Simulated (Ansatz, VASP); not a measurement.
**Be: VASP beside Ansatz**

Contents of INCAR:

```
SYSTEM = Be
PREC = Accurate
ENCUT = 520
EDIFF = 1E-6
ISMEAR = 0
SIGMA = 0.15
LREAL = .FALSE.
LASPH = .TRUE.
NELM = 80
ALGO = Fast
ISIF = 2
LWAVE = .FALSE.
LCHARG = .FALSE.
GGA = PS
NBANDS = 9
```

The input KPOINTS:

```
Automatic mesh
0
G
  24 24 14
  0 0 0
```

File POSCAR:

```
Be
1.0
    2.2995019849      0.0000000000      0.0000000000
   -1.1497509925      1.8420700999      0.0000000000
    0.0000000000      0.0000000000      3.6009000000
Be
2
Direct
    0.3333333333      0.6666666667      0.2500000000
    0.6666666667      0.3333333333      0.7500000000
```

Input for Ansatz:

```yaml
crystal:
  lattice:
    - [2.2995019849, 0.0, 0.0]
    - [-1.1497509925, 1.8420700999, 0.0]
    - [0.0, 0.0, 3.6009]
  atoms:
    - { symbol: Be, position: [0.3333333333, 0.6666666667, 0.25] }
    - { symbol: Be, position: [0.6666666667, 0.3333333333, 0.75] }
basis:
  ecutwfc: 420
kpoints:
  mp_grid: { grid: [24, 24, 14] }
hamiltonian:
  xc: pbesol
scf:
  occupations: { method: gaussian, width: 0.15 }
output:
  forces: true
  stress: true
  eigenvalues: true
```

Change from the starting cell: strain -0.0750 x Voigt [0, 1, 0, 0, 0, 0], atoms carried along.

Alike in both runs: task single point; functional PBEsol; k mesh 24 × 24 × 14; occupations gaussian, width 0.15 eV; no spin polarisation.

|  | VASP | Ansatz |
| --- | --- | --- |
| version | VASP 6.6.1 | Ansatz 0.2.0 |
| potentials or method | VASP PAW PBE potentials, release 64 (Be), cutoff 520 eV | scalar-relativistic, plane waves, PAW |
| valence electrons in the cell | 4 | 4 |

VASP gave:

| Quantity | Value |
| --- | --- |
| gap on the k mesh at the Fermi level (eV) | none |
| pressure (GPa) | 4.2 |
| traceless stress, the component that is largest in VASP (GPa) | 16.69 |
| rms of the force components (eV/Å) | 0.122 |

Which values does Ansatz return?

gap on the k mesh at the Fermi level (eV): none; pressure (GPa): 3.8; traceless stress, the component that is largest in VASP (GPa): 16.68; rms of the force components (eV/Å): 0.121.

VASP's potentials were made for PBE, not for PBEsol. Atom by atom the forces differ by 0.001 eV/Å (rms over components). A gap of «none» marks a metal or a gap that the smearing closes.
